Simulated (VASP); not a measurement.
# PbSe (Pm-3m) in VASP: a series of runs, part 2 of 2

VASP 6.6.1. Earlier steps stand in the parts before.

### Step 3. Single point, PBE-based screened hybrid

Contents of POSCAR:

```
PbSe
1.0
    3.7843220000      0.0000000000      0.0000000000
    0.0000000000      3.7843220000      0.0000000000
    0.0000000000      0.0000000000      3.7843220000
Pb Se
1 1
Direct
    0.0000000000      0.0000000000      0.0000000000
    0.5000000000      0.5000000000      0.5000000000
```

Contents of INCAR.step1:

```
SYSTEM = PbSe
PREC     = Accurate       ! precision mode
ENCUT    = 520            ! plane-wave cutoff, eV
EDIFF    = 1E-5           ! SCF threshold, eV
ISMEAR   = -1             ! smearing method
SIGMA    = 0.05           ! smearing width, eV
LREAL    = .FALSE.        ! projectors in reciprocal space
LASPH    = .TRUE.         ! aspherical terms in the spheres
NELM     = 80             ! most SCF steps
ALGO     = Normal         ! electronic algorithm
ISIF     = 2              ! what is computed and relaxed
LWAVE    = .TRUE.         ! write WAVECAR
LCHARG   = .FALSE.        ! write CHGCAR
NBANDS   = 17             ! bands
GGA      = PE             ! functional
```

Contents of INCAR.step2:

```
SYSTEM = PbSe
PREC     = Accurate       ! precision mode
ENCUT    = 520            ! plane-wave cutoff, eV
EDIFF    = 1E-7           ! SCF threshold, eV
ISMEAR   = -1             ! smearing method
SIGMA    = 0.05           ! smearing width, eV
LREAL    = .FALSE.        ! projectors in reciprocal space
LASPH    = .TRUE.         ! aspherical terms in the spheres
NELM     = 80             ! most SCF steps
ALGO     = Normal         ! electronic algorithm
ISIF     = 2              ! what is computed and relaxed
LWAVE    = .FALSE.        ! write WAVECAR
LCHARG   = .FALSE.        ! write CHGCAR
GGA      = PE             ! functional
LHFCALC  = .TRUE.         ! exact exchange
AEXX     = 0.3            ! exact-exchange fraction
HFSCREEN = 0.2            ! screening, 1/A
PRECFOCK = Normal       
NBANDS   = 17             ! bands
ISTART   = 1
```

Contents of KPOINTS:

```
Automatic mesh
0
G
  4 4 4
  0 0 0
```

Potentials or basis: VASP PAW PBE potentials, release 64 (Pb_d, Se).

Started as:

```
$ cat potpaw_PBE.64/Pb_d/POTCAR potpaw_PBE.64/Se/POTCAR > POTCAR
$ cp INCAR.step1 INCAR
$ mpirun -np 1 vasp_std > vasp.out
$ cp INCAR.step2 INCAR
$ mpirun -np 1 vasp_std > vasp.out
```

OUTCAR:

```text
SYSTEM = PbSe
   PREC = Accurate
   ENCUT = 520
   EDIFF = 1E-7
   ISMEAR = -1
   LREAL = .FALSE.
   LASPH = .TRUE.
   NELM = 80
   ISIF = 2
   GGA = PE
   LHFCALC = .TRUE.
   AEXX = 0.3
   HFSCREEN = 0.2
   PRECFOCK = Normal
   ISTART = 1

 ion  position               nearest neighbor table
   1  0.000  0.000  0.000-   2 3.28   2 3.28   2 3.28   2 3.28   2 3.28   2 3.28   2 3.28   2 3.28

   2  0.500  0.500  0.500-   1 3.28   1 3.28   1 3.28   1 3.28   1 3.28   1 3.28   1 3.28   1 3.28

  LATTYP: Found a simple cubic cell.
 ALAT       =     3.7843220000

  Lattice vectors:

 A1 = (   3.7843220000,   0.0000000000,   0.0000000000)
 A2 = (   0.0000000000,   3.7843220000,   0.0000000000)
 A3 = (   0.0000000000,   0.0000000000,   3.7843220000)

Analysis of symmetry for initial positions (statically):
=====================================================================
 Subroutine PRICEL returns:
 Original cell was already a primitive cell.

 Routine SETGRP: Setting up the symmetry group for a
 simple cubic supercell.

 Subroutine GETGRP returns: Found 48 space group operations
 (whereof 48 operations were pure point group operations)
 out of a pool of 48 trial point group operations.

The static configuration has the point symmetry O_h .

Analysis of symmetry for dynamics (positions and initial velocities):
=====================================================================
 Subroutine PRICEL returns:
 Original cell was already a primitive cell.

 Routine SETGRP: Setting up the symmetry group for a
 simple cubic supercell.

 Subroutine GETGRP returns: Found 48 space group operations
 (whereof 48 operations were pure point group operations)
 out of a pool of 48 trial point group operations.

The dynamic configuration has the point symmetry O_h .

 Subroutine INISYM returns: Found 48 space group operations
 (whereof 48 operations are pure point group operations),
 and found     1 'primitive' translations

----------------------------------------------------------------------------------------

                                     Primitive cell

  volume of cell :      54.1956

  direct lattice vectors                    reciprocal lattice vectors
     3.784322000  0.000000000  0.000000000     0.264248127  0.000000000  0.000000000
     0.000000000  3.784322000  0.000000000     0.000000000  0.264248127  0.000000000
     0.000000000  0.000000000  3.784322000     0.000000000  0.000000000  0.264248127

  length of vectors
     3.784322000  3.784322000  3.784322000     0.264248127  0.264248127  0.264248127

  position of ions in fractional coordinates (direct lattice)
     0.000000000  0.000000000  0.000000000
     0.500000000  0.500000000  0.500000000

  ion indices of the primitive-cell ions
   primitive index   ion index
                 1           1
                 2           2

----------------------------------------------------------------------------------------

 KPOINTS: Automatic mesh

Automatic generation of k-mesh.
[... 25 lines left out ...]
  0.500000  0.000000  0.000000      3.000000
  0.250000  0.250000  0.000000     12.000000
  0.500000  0.250000  0.000000     12.000000
  0.500000  0.500000  0.000000      3.000000
  0.250000  0.250000  0.250000      8.000000
  0.500000  0.250000  0.250000     12.000000
  0.500000  0.500000  0.250000      6.000000
  0.500000  0.500000  0.500000      1.000000
   k-points           NKPTS =     10   k-points in BZ     NKDIM =     64   number of bands    NBANDS=     17
   number of dos      NEDOS =    301   number of ions     NIONS =      2
   total plane-waves  NPLWV =  21952
   dimension x,y,z NGX =    28 NGY =   28 NGZ =   28
   dimension x,y,z NGXF=    56 NGYF=   56 NGZF=   56
   ions per type =               1   1
   NGX,Y,Z   is equivalent  to a cutoff of  12.30, 12.30, 12.30 a.u.
   NGXF,Y,Z  is equivalent  to a cutoff of  24.60, 24.60, 24.60 a.u.
 SYSTEM =  PbSe
   PREC   = accura    normal or accurate (medium, high low for compatibility)
   ISTART =      1    job   : 0-new  1-cont  2-samecut
   ICHARG =      0    charge: 1-file 2-atom 10-const
   ISPIN  =      1    spin polarized calculation?
   LNONCOLLINEAR =      F non collinear calculations
   LSORBIT =      F    spin-orbit coupling
   LASPH  =      T    aspherical Exc in radial PAW
   ENCUT  =  520.0 eV  38.22 Ry    6.18 a.u.   7.04  7.04  7.04*2*pi/ulx,y,z
   NELM   =     80;   NELMIN=  2; NELMDL=  0     # of ELM steps
   EDIFF  = 0.1E-06   stopping-criterion for ELM
   LREAL  =      F    real-space projection
   EDIFFG = 0.1E-05   stopping-criterion for IOM
   NSW    =      0    number of steps for IOM
   IBRION =     -1    ionic relax: 0-MD 1-quasi-New 2-CG
   NFREE  =      0    steps in history (QN), initial steepest desc. (CG)
   ISIF   =      2    stress and relaxation
   ISYM   =      3    0-nonsym 1-usesym 2-fastsym
   POTIM  = 0.5000    time-step for ionic-motion
   TEBEG  =    0.0;   TEEND  =   0.0 temperature during run
   PSTRESS=    0.0 pullay stress
   NELECT =      20.0000    total number of electrons
   NUPDOWN=      -1.0000    fix difference up-down
   EMIN   =  10.00;   EMAX   =-10.00  energy-range for DOS
   EFERMI =   0.00;   METHOD = LEGACY
   ISMEAR =    -1;   SIGMA  =   0.05  broadening in eV -4-tet -1-fermi 0-gaus
   EFERMI_NEDOS =   21; number of points for ismear=-14 and -15
   IALGO  =     38    algorithm
   IMIX   =      1    mixing-type and parameters
     AMIX     =   0.40;   BMIX     =  1.00
     AMIX_MAG =   1.60;   BMIX_MAG =  1.00
  volume/ion in A,a.u.               =      27.10       182.87
  Fermi-wavevector in a.u.,A,eV,Ry     =   1.174258  2.219025 18.760817  1.378881
  Thomas-Fermi vector in A             =   2.310658
   LORBIT       =      0    0 simple, 1 ext, 2 COOP (PROOUT), +10 PAW based schemes
   GGA     = PE    functional components
   LHFCALC =     T    Hartree Fock is set to
   PRECFOCK=normal    Normal, Fast or Accurate (Low or Medium for compatibility)
   ENCUT4O =  -1.0   cutoff for four orbital integrals eV
   NKREDX  =     1    reduce k-point grid by
   NKREDY  =     1    reduce k-point grid by
   NKREDZ  =     1    reduce k-point grid by
   AEXX    =    0.3000 exact exchange contribution
   HFSCREEN=    0.2000 screening length (either q_TF or 0.3 A-1)
   HFSCREENC=   0.2000 screening length for correlation (either q_TF or 0.3 A-1)
   ENCUTFOCK=  -1.0 apply spherical cutoff to Coloumb kernel
   IVDW    =     0    specifies the selected vdW correction
   LEPSILON=     F    determine dielectric tensor
   LRPA    =     F    only Hartree local field effects (RPA)
 non-spin polarized calculation
  energy-cutoff  :      520.00
  volume of cell :       54.20
 maximum number of plane-waves:      1492
  NGX = 24; NGY = 24; NGZ = 24

 number of electron      20.0000009 magnetization

 Free energy of the ion-electron system (eV)
  ---------------------------------------------------
  ext. energy  EPLUGINS =         0.00000000
  ---------------------------------------------------
  free energy    TOTEN  =        -9.45036528 eV

  energy without entropy =       -9.44188571  energy(sigma->0) =       -9.44612549

 E-fermi :   4.8400     XC(G=0):  -7.8988

 val. band max:        4.6961856593   @ k =   0.5000   0.5000   0.5000
 cond. band min:       4.8835301903   @ k =   0.5000   0.5000   0.0000
 fundamental gap:      0.1873445309
 Fermi energy:         4.8399599177

 k-point     1 :       0.0000    0.0000    0.0000
  band No.  band energies     occupation
      1     -14.1884      2.00000
      2     -14.1884      2.00000
      3     -14.0432      2.00000
      4     -14.0432      2.00000
      5     -14.0432      2.00000
      6      -9.9034      2.00000
[... 177 lines left out ...]
      4     -13.9954      2.00000
      5     -13.9954      2.00000
      6      -7.6788      2.00000
[... 9 lines left out ...]
     16      20.1922      0.00000
     17      23.8319      0.00000

------------------------ aborting loop because EDIFF is reached ----------------------------------------

  FORCE on cell =-STRESS in cart. coord.  units (eV):
  Direction    XX          YY          ZZ          XY          YZ          ZX
  --------------------------------------------------------------------------------------
  -------------------------------------------------------------------------------------
  Total       -0.4752134     -0.4752134     -0.4752134     -0.0000000     -0.0000000      0.0000000
  in kB      -14.0486646    -14.0486646    -14.0486646     -0.0000000     -0.0000000      0.0000000
  external PRESSURE =     -14.0486646 kB  Pullay stress =       0.0000000 kB

 VOLUME and BASIS-vectors are now :
 -----------------------------------------------------------------------------
  energy-cutoff  :      520.00
  volume of cell :       54.20
      direct lattice vectors                 reciprocal lattice vectors
     3.784322000  0.000000000  0.000000000     0.264248127  0.000000000  0.000000000
     0.000000000  3.784322000  0.000000000     0.000000000  0.264248127  0.000000000
     0.000000000  0.000000000  3.784322000     0.000000000  0.000000000  0.264248127

 POSITION                                       TOTAL-FORCE (eV/Angst)
 -----------------------------------------------------------------------------------
      0.00000      0.00000      0.00000         0.000000      0.000000      0.000000
      1.89216      1.89216      1.89216         0.000000      0.000000      0.000000
 -----------------------------------------------------------------------------------
    total drift:                               -0.000003     -0.000003     -0.000003

  FREE ENERGIE OF THE ION-ELECTRON SYSTEM (eV)
  ---------------------------------------------------
  free  energy   TOTEN  =        -9.4503652832 eV

  energy  without entropy=       -9.4418857058  energy(sigma->0) =       -9.44612549
```

Wall time 5.7 min (1 thread of Intel Xeon 6975P-C (Granite Rapids), shared host); peak memory 0.28 GiB.

Results:

| Quantity | Value |
| --- | --- |
| Free energy | -9.4504 eV |
| Pressure | -1.4 GPa |
| Band gap on the k mesh | zero (band 10 reaches 4.88 eV, above the bottom of band 11 at 4.70 eV) |

Levels at points of the mesh, in eV from the Fermi level:
| k point | band 7 | band 8 | band 9 | band 10 | band 11 | band 12 | band 13 | band 14 |
| --- | --- | --- | --- | --- | --- | --- | --- | --- |
| (0.00, 0.00, 0.00) | -7.47 | -1.68 | -1.68 | -1.68 | 5.98 | 5.98 | 7.28 | 7.28 |
| (0.50, 0.00, 0.00) | -9.84 | -0.32 | -0.32 | -0.15 | 0.76 | 4.27 | 4.27 | 7.50 |
| (0.50, 0.50, 0.00) | -8.01 | -4.85 | -4.85 | 0.04 | 5.16 | 5.16 | 6.08 | 7.80 |
| (0.50, 0.50, 0.50) | -6.80 | -2.64 | -2.64 | -2.64 | -0.14 | -0.14 | -0.14 | 15.35 |

Caveat: the k points lie up to 0.42 Å⁻¹ apart; the PAW data sets were made with another functional, which shifts forces and pressure a little; spin-orbit coupling is left out, which moves the levels of the heavy elements.

### Step 4. Single point, PBE-based screened hybrid

POSCAR is that of step 3.

Contents of INCAR.step1:

```
SYSTEM = PbSe
PREC = Accurate ; ENCUT = 520
EDIFF = 1E-5 ; ISMEAR = -1
SIGMA = 0.05 ; LREAL = .False.
LASPH = .True. ; NELM = 60
ALGO = Normal ; ISIF = 2
LWAVE = .True. ; LCHARG = .False.
GGA = PE ; NBANDS = 17
```

Contents of INCAR.step2:

```
SYSTEM = PbSe
PREC = Accurate ; ENCUT = 520
EDIFF = 1E-6 ; ISMEAR = -1
SIGMA = 0.05 ; LREAL = .False.
LASPH = .True. ; NELM = 60
ALGO = Normal ; ISIF = 2
LWAVE = .False. ; LCHARG = .False.
GGA = PE ; LHFCALC = .True.
AEXX = 0.4 ; HFSCREEN = 0.2
PRECFOCK = Normal ; ISTART = 1
NBANDS = 17
```

Contents of KPOINTS:

```
regular mesh
0
Gamma
  4 4 4
  0 0 0
```

Started as:

```
$ cat potpaw_PBE.64/Pb_d/POTCAR potpaw_PBE.64/Se/POTCAR > POTCAR
$ cp INCAR.step1 INCAR
$ mpirun -np 1 vasp_std > vasp.out
$ cp INCAR.step2 INCAR
$ mpirun -np 1 vasp_std > vasp.out
```

Wall time 7.7 min (1 thread of Intel Xeon 6975P-C (Granite Rapids), shared host); peak memory 0.28 GiB.

The run converged. Its results:

```
Free energy : -10.1016 eV
Pressure    : -1.7 GPa
```

Levels at points of the mesh, in eV from the Fermi level:
| k point | band 7 | band 8 | band 9 | band 10 | band 11 | band 12 | band 13 | band 14 |
| --- | --- | --- | --- | --- | --- | --- | --- | --- |
| (0.00, 0.00, 0.00) | -7.66 | -1.80 | -1.80 | -1.80 | 6.20 | 6.20 | 7.62 | 7.62 |
| (0.50, 0.00, 0.00) | -10.19 | -0.39 | -0.39 | -0.16 | 0.94 | 4.50 | 4.50 | 7.78 |
| (0.50, 0.50, 0.00) | -8.25 | -5.06 | -5.06 | -0.02 | 5.46 | 5.46 | 6.38 | 8.10 |
| (0.50, 0.50, 0.50) | -7.01 | -2.79 | -2.79 | -2.79 | 0.00 | 0.00 | 0.00 | 15.83 |

Caveat: the k points lie up to 0.42 Å⁻¹ apart; the PAW data sets were made with another functional, which shifts forces and pressure a little; spin-orbit coupling is left out, which moves the levels of the heavy elements.

### Step 5. Single point, PBE-based screened hybrid

POSCAR is that of step 4.

Contents of INCAR.step1:

```
PREC = Accurate
ENCUT = 520
EDIFF = 1E-5
ISMEAR = -1
SIGMA = 0.05
LREAL = F
LASPH = T
NELM = 100
ALGO = Normal
ISIF = 2
LWAVE = T
NBANDS = 17
GGA = PE
```

Contents of INCAR.step2:

```
PREC = Accurate
ENCUT = 520
EDIFF = 1E-6
ISMEAR = -1
SIGMA = 0.05
LREAL = F
LASPH = T
NELM = 100
ALGO = Normal
ISIF = 2
LWAVE = F
LCHARG = T
GGA = PE
LHFCALC = T
AEXX = 0.5
HFSCREEN = 0.2
PRECFOCK = Normal
LELF = T
LVHAR = T
NBANDS = 17
ISTART = 1
```

Contents of KPOINTS:

```
Automatic mesh
0
Gamma
  4 4 4
```

Started as:

```
$ cat potpaw_PBE.64/Pb_d/POTCAR potpaw_PBE.64/Se/POTCAR > POTCAR
$ cp INCAR.step1 INCAR
$ mpirun -np 1 vasp_std > vasp.out
$ cp INCAR.step2 INCAR
$ mpirun -np 1 vasp_std > vasp.out
```

It took 6.1 min on 1 thread of Intel Xeon 6975P-C (Granite Rapids), shared host; peak memory 0.28 GiB.

The run converged. Its results:

```
Free energy            : -10.7836 eV
Pressure               : -1.9 GPa
Band gap on the k mesh : 0.30 eV, indirect (least direct gap 1.32 eV)
```

Levels at points of the mesh, in eV from the valence-band top:
```csv
k point,band 8,band 9,band 10,band 11,band 12,band 13
"(0.00, 0.00, 0.00)",-1.80,-1.80,-1.80,6.55,6.55,8.09
"(0.50, 0.00, 0.00)",-0.36,-0.36,-0.07,1.25,4.85,4.85
"(0.50, 0.50, 0.00)",-5.16,-5.16,0.00,5.89,5.89,6.81
"(0.50, 0.50, 0.50)",-2.84,-2.84,-2.84,0.30,0.30,0.30
```

Caveat: the PAW data sets were made with another functional, which shifts forces and pressure a little; spin-orbit coupling is left out, which moves the levels of the heavy elements.

### Step 6. The runs side by side

```csv
level,k mesh,smearing,grid for exact exchange (PRECFOCK),share of exact exchange,screening parameter,gap on the mesh (eV),pressure (GPa)
PBEsol,7 × 7 × 7,gaussian 0.05 eV,-,-,-,none,-3.2
PBE-based screened hybrid,4 × 4 × 4,fermi-dirac 0.05 eV,Normal,0.3,0.2 1/Å,none,-1.4
PBE-based screened hybrid,4 × 4 × 4,fermi-dirac 0.05 eV,Normal,0.4,0.2 1/Å,-,-1.7
PBE-based screened hybrid,4 × 4 × 4,fermi-dirac 0.05 eV,Normal,0.5,0.2 1/Å,0.30,-1.9
```

Alike in all rows: task single point; potentials or basis VASP PAW PBE potentials, release 64 (Pb_d, Se); no spin polarisation; cell as given; cutoff (eV) 520.

Caveats: some runs use coarse meshes; the PAW data sets were made with another functional, which shifts forces and pressure a little; spin-orbit coupling is left out, which moves the levels of the heavy elements.

Absolute energies hang on the potentials; compare differences alone.
